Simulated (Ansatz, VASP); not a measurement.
## GaAs in VASP and in Ansatz

File INCAR:

```
SYSTEM = GaAs
ALGO = Normal
EDIFF = 1E-6
ENCUT = 500
GGA = PS
GGA_COMPAT = .False.
ISIF = 2
ISMEAR = 0
LASPH = .True.
LCHARG = .False.
LREAL = .False.
LWAVE = .False.
NBANDS = 16
NELM = 120
PREC = Accurate
SIGMA = 0.02
```

KPOINTS

```
k-points
0
Gamma
  10 10 10
  0 0 0
```

Contents of POSCAR:

```
GaAs
1.0
    0.0000000000      2.8289763870      2.8289763870
    2.8289763870      0.0000000000      2.8289763870
    2.8289763870      2.8289763870      0.0000000000
Ga As
1 1
Direct
    0.0000000000      0.0000000000      0.0000000000
    0.7500000000      0.7500000000      0.7500000000
```

Input for Ansatz:

```yaml
crystal:
  lattice:
    - [0.0, 2.828976387, 2.828976387]
    - [2.828976387, 0.0, 2.828976387]
    - [2.828976387, 2.828976387, 0.0]
  atoms:
    - { symbol: Ga, position: [0.0, 0.0, 0.0] }
    - { symbol: As, position: [0.75, 0.75, 0.75] }
basis:
  ecutwfc: 420
  xc_grid: 2
kpoints:
  mp_grid: { grid: [10, 10, 10] }
  band_path: { path: [VBM, CBM], npoints: 2 }
hamiltonian:
  xc: pbesol
scf:
  occupations: { method: gaussian, width: 0.02 }
output:
  forces: true
  stress: true
  eigenvalues: true
```

Alike in both runs: task single point; functional PBEsol; k mesh 10 × 10 × 10; occupations gaussian, width 0.02 eV; no spin polarisation.

|  | VASP | Ansatz |
| --- | --- | --- |
| version | VASP 6.6.1 | Ansatz 0.2.0 |
| potentials or method | VASP PAW PBE potentials, release 64 (Ga_d, As), cutoff 500 eV | scalar-relativistic, plane waves, PAW |
| valence electrons in the cell | 18 | 28 |

```csv
,VASP,Ansatz,Ansatz less VASP
gap on the k mesh at the Fermi level (eV),0.44,0.43,-0.014
least direct gap on the mesh (eV),0.44,0.43,-0.014
pressure (GPa),0.2,0.0,-0.15
```

VASP's potentials were made for PBE, not for PBEsol. VASP's potentials hold 18 valence electrons a cell and Ansatz's 28, so a difference there can come from the potentials and not from the codes.
